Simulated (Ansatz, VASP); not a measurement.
## ZrB2 in VASP and in Ansatz

```
Zr B
1.0
     0.00000    2.73642    2.73642
     2.73642    0.00000    2.73642
     2.73642    2.73642    0.00000
Zr B
1 2
Direct
  0.00000 0.00000 0.00000
  0.25000 0.25000 0.25000
  0.75000 0.75000 0.75000
```

Alike in both runs: task relaxation of cell and atoms; functional PBE; k mesh 14 × 14 × 14; occupations gaussian, width 0.1 eV; no spin polarisation.

|  | VASP | Ansatz |
| --- | --- | --- |
| version | VASP 6.6.1 | Ansatz 0.2.0 |
| potentials or method | VASP PAW PBE potentials, release 64 (Zr_sv, B), cutoff 600 eV | scalar-relativistic, plane waves, PAW |
| valence electrons in the cell | 18 | 18 |

Ansatz gave:

| Property | Result |
| --- | --- |
| gap on the k mesh at the Fermi level, each at its own relaxed structure (eV) | none |
| relaxed volume (Å³/atom) | 13.76 |
| relaxed length of the cell vector where the two differ most in proportion (Å) | 3.879 |

Q: Which values does VASP return?

A: gap on the k mesh at the Fermi level, each at its own relaxed structure (eV): none; relaxed volume (Å³/atom): 13.77; relaxed length of the cell vector where the two differ most in proportion (Å): 3.880.

A gap of «none» marks a metal or a gap that the smearing closes.
